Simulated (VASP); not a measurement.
# PtSe2 (P-3m1) in VASP: single point with PBE+D3(BJ)

Aim: the single point of PtSe2 with PBE+D3(BJ).

Program: VASP 6.6.1. These are calculated values, not measurements. Logs are shortened: lines on timing, memory, paths and dates and some standing lists are left out, and cuts for length are marked.

**1. The cell of the first run**

The structure is trigonal, space group P-3m1 (No. 164). The conventional cell has a = 3.772 Å, b = 3.772 Å, c = 4.821 Å, α = 90.00°, β = 90.00°, γ = 120.00°. Pt (site symmetry -3m) has 6 Se at 2.53 Å within 3.3 Å. Within 3.4 Å of Se (site symmetry 3m) lie 3 Pt at 2.53 Å and 6 Se at 3.14 to 3.36 Å.

**2. Single point, PBE+D3(BJ), collinear spin**

The input, INCAR:

```
SYSTEM = PtSe2
ALGO     = Normal         ! electronic algorithm
EDIFF    = 1E-7           ! SCF threshold, eV
ENCUT    = 520            ! plane-wave cutoff, eV
GGA      = PE             ! functional
ISIF     = 2              ! what is computed and relaxed
ISMEAR   = 0              ! smearing method
ISPIN    = 2              ! spin polarisation
IVDW     = 12             ! dispersion correction
LASPH    = .True.         ! aspherical terms in the spheres
LCHARG   = .False.        ! write CHGCAR
LMAXMIX  = 4              ! l up to which the mixer works
LORBIT   = 11             ! projections on sites
LREAL    = .False.        ! projectors in reciprocal space
LWAVE    = .False.        ! write WAVECAR
MAGMOM   = 1 -1 0 0 0 0   ! initial moments
NBANDS   = 35             ! bands
NELM     = 150            ! most SCF steps
PREC     = Accurate       ! precision mode
SIGMA    = 0.05           ! smearing width, eV
```

The input, KPOINTS:

```
k-points
0
Gamma
  8 8 4
  0 0 0
```

The input, POSCAR:

```
PtSe2
1.0
    3.7721514363      0.0000000000      0.0000000000
   -1.8860757182      3.2667789708      0.0000000000
    0.0000000000      0.0000000000      9.6423688160
Pt Se
2 4
Direct
    0.0000000000      0.0000000000      0.0000000000
    0.0000000000      0.0000000000      0.5000000000
    0.3333333333      0.6666666667      0.1326907386
    0.6666666667      0.3333333333      0.3673092614
    0.3333333333      0.6666666667      0.6326907386
    0.6666666667      0.3333333333      0.8673092614
```

Potentials or basis: VASP PAW PBE potentials, release 64 (Pt, Se).

The run is started by

```sh
> cat potpaw_PBE.64/Pt/POTCAR potpaw_PBE.64/Se/POTCAR > POTCAR
> mpirun -np 1 vasp_std > vasp.out
```

OUTCAR:

```text
SYSTEM = PtSe2
   EDIFF = 1E-7
   ENCUT = 520
   GGA = PE
   ISIF = 2
   ISMEAR = 0
   ISPIN = 2
   IVDW = 12
   LASPH = .True.
   LORBIT = 11
   LREAL = .False.
   NELM = 150
   PREC = Accurate
 IVDW          = 12

 ion  position               nearest neighbor table
   1  0.000  0.000  0.000-   3 2.53   6 2.53   6 2.53   3 2.53   6 2.53   3 2.53
   2  0.000  0.000  0.500-   4 2.53   5 2.53   4 2.53   5 2.53   4 2.53   5 2.53
   3  0.333  0.667  0.133-   1 2.53   1 2.53   1 2.53
   4  0.667  0.333  0.367-   2 2.53   2 2.53   2 2.53
   5  0.333  0.667  0.633-   2 2.53   2 2.53   2 2.53
   6  0.667  0.333  0.867-   1 2.53   1 2.53   1 2.53

  LATTYP: Found a hexagonal cell.
 ALAT       =     3.7721514363
 C/A-ratio  =     2.5561987579

  Lattice vectors:

 A1 = (   3.7721514363,   0.0000000000,   0.0000000000)
 A2 = (  -1.8860757182,   3.2667789708,   0.0000000000)
 A3 = (   0.0000000000,   0.0000000000,   9.6423688160)

Analysis of symmetry for initial positions (statically):
=====================================================================
 Subroutine PRICEL returns following result:

  LATTYP: Found a hexagonal cell.
 ALAT       =     3.7721514363
 C/A-ratio  =     1.2780993789
[... 12 lines left out ...]
 Subroutine GETGRP returns: Found 12 space group operations
 (whereof 12 operations were pure point group operations)
 out of a pool of 24 trial point group operations.

The static configuration has the point symmetry D_3d.

Analysis of symmetry for dynamics (positions and initial velocities):
=====================================================================
 Subroutine PRICEL returns following result:

  LATTYP: Found a hexagonal cell.
 ALAT       =     3.7721514363
 C/A-ratio  =     1.2780993789
[... 12 lines left out ...]
 Subroutine GETGRP returns: Found 12 space group operations
 (whereof 12 operations were pure point group operations)
 out of a pool of 24 trial point group operations.

The dynamic configuration has the point symmetry D_3d.

Analysis of structural, dynamic, and magnetic symmetry:
=====================================================================
 Subroutine PRICEL returns following result:

  LATTYP: Found a hexagonal cell.
 ALAT       =     3.7721514363
 C/A-ratio  =     1.2780993789
[... 12 lines left out ...]
 Subroutine GETGRP returns: Found 12 space group operations
 (whereof 12 operations were pure point group operations)
 out of a pool of 24 trial point group operations.

The overall configuration has the point symmetry D_3d.

 Subroutine INISYM returns: Found 12 space group operations
 (whereof 12 operations are pure point group operations),
 and found     2 'primitive' translations

----------------------------------------------------------------------------------------

                                     Primitive cell

  volume of cell :      59.4104

  direct lattice vectors                    reciprocal lattice vectors
     3.772151436  0.000000000  0.000000000     0.265100704  0.153055963  0.000000000
    -1.886075718  3.266778971  0.000000000     0.000000000  0.306111925  0.000000000
     0.000000000  0.000000000  4.821184408     0.000000000  0.000000000  0.207417911

  length of vectors
     3.772151436  3.772151436  4.821184408     0.306111925  0.306111925  0.207417911

  position of ions in fractional coordinates (direct lattice)
     0.000000000  0.000000000  0.000000000
     0.333333333  0.666666667  0.265381477
     0.666666667  0.333333333  0.734618523

  ion indices of the primitive-cell ions
   primitive index   ion index
                 1           1
                 2           3
                 3           6

----------------------------------------------------------------------------------------

 KPOINTS: k-points

Automatic generation of k-mesh.
 Grid dimensions read from file:
 generate k-points for:    8    8    4

 Generating k-lattice:

  Cartesian coordinates                     Fractional coordinates (reciprocal lattice)
     0.033137588  0.019131995  0.000000000     0.125000000  0.000000000  0.000000000
     0.000000000  0.038263991  0.000000000     0.000000000  0.125000000  0.000000000
     0.000000000  0.000000000  0.025927239     0.000000000  0.000000000  0.250000000

  Length of vectors
     0.038263991  0.038263991  0.025927239

  Shift w.r.t. Gamma in fractional coordinates (k-lattice)
     0.000000000  0.000000000  0.000000000

 Subroutine IBZKPT returns following result:
 ===========================================

 Found     35 irreducible k-points:

 Following reciprocal coordinates:
            Coordinates               Weight
  0.000000  0.000000  0.000000      1.000000
  0.125000  0.000000  0.000000      6.000000
  0.250000  0.000000  0.000000      6.000000
  0.375000  0.000000  0.000000      6.000000
  0.500000  0.000000  0.000000      3.000000
  0.125000  0.125000  0.000000      6.000000
[... 16 lines left out ...]
 -0.125000  0.500000  0.250000     12.000000
  0.250000  0.250000  0.250000     12.000000
 [... further k-points ...]
   k-points           NKPTS =     35   k-points in BZ     NKDIM =     35   number of bands    NBANDS=     35
   number of dos      NEDOS =    301   number of ions     NIONS =      6
   total plane-waves  NPLWV =  56448
   dimension x,y,z NGX =    28 NGY =   28 NGZ =   72
   dimension x,y,z NGXF=    56 NGYF=   56 NGZF=  144
   ions per type =               2   4
   NGX,Y,Z   is equivalent  to a cutoff of  12.34, 12.34, 12.41 a.u.
   NGXF,Y,Z  is equivalent  to a cutoff of  24.68, 24.68, 24.83 a.u.
 SYSTEM =  PtSe2
   PREC   = accura    normal or accurate (medium, high low for compatibility)
   ISTART =      0    job   : 0-new  1-cont  2-samecut
   ICHARG =      2    charge: 1-file 2-atom 10-const
   ISPIN  =      2    spin polarized calculation?
   LNONCOLLINEAR =      F non collinear calculations
   LSORBIT =      F    spin-orbit coupling
   LASPH  =      T    aspherical Exc in radial PAW
   ENCUT  =  520.0 eV  38.22 Ry    6.18 a.u.   7.01  7.01 17.93*2*pi/ulx,y,z
   NELM   =    150;   NELMIN=  2; NELMDL= -5     # of ELM steps
   EDIFF  = 0.1E-06   stopping-criterion for ELM
   LREAL  =      F    real-space projection
   EDIFFG = 0.1E-05   stopping-criterion for IOM
   NSW    =      0    number of steps for IOM
   IBRION =     -1    ionic relax: 0-MD 1-quasi-New 2-CG
   NFREE  =      0    steps in history (QN), initial steepest desc. (CG)
   ISIF   =      2    stress and relaxation
   ISYM   =      2    0-nonsym 1-usesym 2-fastsym
   POTIM  = 0.5000    time-step for ionic-motion
   TEBEG  =    0.0;   TEEND  =   0.0 temperature during run
   PSTRESS=    0.0 pullay stress
   NELECT =      44.0000    total number of electrons
   NUPDOWN=      -1.0000    fix difference up-down
   EMIN   =  10.00;   EMAX   =-10.00  energy-range for DOS
   EFERMI =   0.00;   METHOD = LEGACY
   ISMEAR =     0;   SIGMA  =   0.05  broadening in eV -4-tet -1-fermi 0-gaus
   EFERMI_NEDOS =   21; number of points for ismear=-14 and -15
   IALGO  =     38    algorithm
   IMIX   =      4    mixing-type and parameters
     AMIX     =   0.40;   BMIX     =  1.00
     AMIX_MAG =   1.60;   BMIX_MAG =  1.00
  volume/ion in A,a.u.               =      19.80       133.64
  Fermi-wavevector in a.u.,A,eV,Ry     =   1.175605  2.221572 18.803901  1.382048
  Thomas-Fermi vector in A             =   2.311983
   LORBIT       =     11    0 simple, 1 ext, 2 COOP (PROOUT), +10 PAW based schemes
   GGA     = PE    functional components
   LHFCALC =     F    Hartree Fock is set to
   AEXX    =    0.0000 exact exchange contribution
   IVDW    =    12    specifies the selected vdW correction
   LEPSILON=     F    determine dielectric tensor
   LRPA    =     F    only Hartree local field effects (RPA)
 spin polarized calculation
 Gauss-broadening in eV      SIGMA  =   0.05
  energy-cutoff  :      520.00
  volume of cell :      118.82
 maximum number of plane-waves:      3225
   NGX = 13   NGY = 13   NGZ = 35

 number of electron      43.9999994 magnetization       0.0000000

 number of electron      43.9999994 magnetization      -0.0000000

 Free energy of the ion-electron system (eV)
  ---------------------------------------------------
  ext. energy  EPLUGINS =         0.00000000
  ---------------------------------------------------
  free energy    TOTEN  =       -28.39855160 eV

  energy without entropy =      -28.39733900  energy(sigma->0) =      -28.39794530

 E-fermi :   6.7790     XC(G=0): -10.8234

 val. band max:        6.7081215098   @ k =   0.1250   0.1250   0.0000
 cond. band min:       6.7890834477   @ k =   0.1250   0.0000   0.5000
 fundamental gap:      0.0809619378
 Fermi energy:         6.7790182819

 spin component 1

 k-point     1 :       0.0000    0.0000    0.0000
  band No.  band energies     occupation
      1      -8.9570      1.00000
      2      -8.0209      1.00000
      3      -7.4822      1.00000
      4      -5.8590      1.00000
      5      -0.4014      1.00000
      6       0.4830      1.00000
[... 877 lines left out ...]
     33      15.1677      0.00000
     34      15.7113      0.00000

 [... further k-points ...]

 spin component 2

 k-point     1 :       0.0000    0.0000    0.0000
  band No.  band energies     occupation
      1      -8.9570      1.00000
      2      -8.0209      1.00000
      3      -7.4822      1.00000
      4      -5.8590      1.00000
      5      -0.4014      1.00000
      6       0.4830      1.00000
[... 877 lines left out ...]
     33      15.1677      0.00000
     34      15.7113      0.00000

 [... further k-points ...]

 [bands above 34 left out]

------------------------ aborting loop because EDIFF is reached ----------------------------------------

 Edisp (eV)   -2.93998

 E8    (eV) :    -1.2632

  FORCE on cell =-STRESS in cart. coord.  units (eV):
  Direction    XX          YY          ZZ          XY          YZ          ZX
  --------------------------------------------------------------------------------------
  -------------------------------------------------------------------------------------
  Total      -0.02548    -0.02548    -0.11674     0.00000     0.00000    -0.00000
  in kB      -0.34360    -0.34360    -1.57413     0.00000     0.00000    -0.00000
  external pressure =       -0.75 kB  Pullay stress =        0.00 kB

 VOLUME and BASIS-vectors are now :
 -----------------------------------------------------------------------------
  energy-cutoff  :      520.00
  volume of cell :      118.82
      direct lattice vectors                 reciprocal lattice vectors
     3.772151436  0.000000000  0.000000000     0.265100704  0.153055963  0.000000000
    -1.886075718  3.266778971  0.000000000     0.000000000  0.306111925  0.000000000
     0.000000000  0.000000000  9.642368816     0.000000000  0.000000000  0.103708956

 POSITION                                       TOTAL-FORCE (eV/Angst)
 -----------------------------------------------------------------------------------
      0.00000      0.00000      0.00000         0.000000     -0.000000      0.000000
      0.00000      0.00000      4.82118         0.000000     -0.000000      0.000000
     -0.00000      2.17785      1.27945        -0.000000      0.000000      0.016830
      1.88608      1.08893      3.54173        -0.000000     -0.000000     -0.016830
     -0.00000      2.17785      6.10064        -0.000000      0.000000      0.016830
      1.88608      1.08893      8.36292         0.000000      0.000000     -0.016830
 -----------------------------------------------------------------------------------
    total drift:                               -0.000000      0.000000      0.000000

  FREE ENERGIE OF THE ION-ELECTRON SYSTEM (eV)
  ---------------------------------------------------
  free  energy   TOTEN  =       -31.3385314207 eV

  energy  without entropy=      -31.3373188207  energy(sigma->0) =      -31.33792512

 total charge

# of ion       s       p       d       tot
------------------------------------------
    1        0.673   0.672   8.028   9.373
    2        0.673   0.672   8.028   9.373
    3        1.489   2.216   0.070   3.774
    4        1.489   2.216   0.070   3.774
    5        1.489   2.216   0.070   3.774
    6        1.489   2.216   0.070   3.774
--------------------------------------------------
tot          7.300  10.206  16.337  33.844

 magnetization (x)

# of ion       s       p       d       tot
------------------------------------------
    1        0.000  -0.000   0.000   0.000
    2       -0.000   0.000  -0.000  -0.000
    3       -0.000  -0.000   0.000  -0.000
    4        0.000   0.000  -0.000   0.000
    5        0.000   0.000  -0.000   0.000
    6       -0.000  -0.000   0.000  -0.000
--------------------------------------------------
tot          0.000   0.000   0.000   0.000
```

It took 3.7 min on 1 thread of Intel Xeon Platinum 8375C at 2.90GHz (Ice Lake), shared host; peak memory 0.41 GiB.

Results:

- Free energy: -31.3385 eV
- Pressure: -0.1 GPa
- Largest force: 0.017 eV/Å
- Band gap on the k mesh: zero (filled and empty bands overlap)
- Net moment: 0.00 μB per cell
- Valence electrons inside the program's atomic spheres: Pt 9.37; Se 3.77
- Dispersion energy per atom: -0.490 eV

Forces in eV/Å, atoms in the order of the input:
```
Pt   0.000  0.000  0.000
Pt   0.000  0.000  0.000
Se   0.000  0.000  0.017
Se   0.000  0.000 -0.017
Se   0.000  0.000  0.017
Se   0.000  0.000 -0.017
```

Stress tensor (GPa, compression positive):
```
-0.03  0.00  0.00
 0.00 -0.03  0.00
 0.00  0.00 -0.16
```

Caveat: spin-orbit coupling is left out, which moves the levels of the heavy elements.
